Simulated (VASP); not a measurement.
Runs of VASP 6.6.1 on ZnSe. The structure is that of space group I-4m2 (No. 119), or close to it. The cells are those of the table. 

```tsv
cell	gap on the mesh (eV)	pressure (GPa)
a = 4.422, b = 4.422, c = 3.611 Å, angles 65.9, 65.9, 48.2°, 2 atoms	none	-1.0
a = 3.946, b = 3.946, c = 4.679 Å, angles 53.6, 53.6, 72.7°, 2 atoms	-	(b)
a = 3.971, b = 3.971, c = 4.279 Å, angles 57.4, 57.4, 65.2°, 2 atoms	0.79	-0.3
a = 4.307, b = 4.307, c = 3.714 Å, angles 64.5, 64.5, 51.1°, 2 atoms	0.23	-0.6
a = 3.948, b = 3.948, c = 4.403 Å, angles 56.1, 56.1, 67.8°, 2 atoms	(a)	-1.0
```

Alike in all rows: task single point; level PBE; potentials or basis VASP PAW PBE potentials, release 64 (Zn, Se); no spin polarisation; k mesh 10 × 10 × 10; cutoff (eV) 520; smearing gaussian 0.05 eV.

Estimate the missing entries.

(a) 0.60; (b) -3.1.

A k mesh can miss the band edges, and the runs leave out spin-orbit coupling on Se.

A gap of «none» marks levels without a gap at the run's occupations.
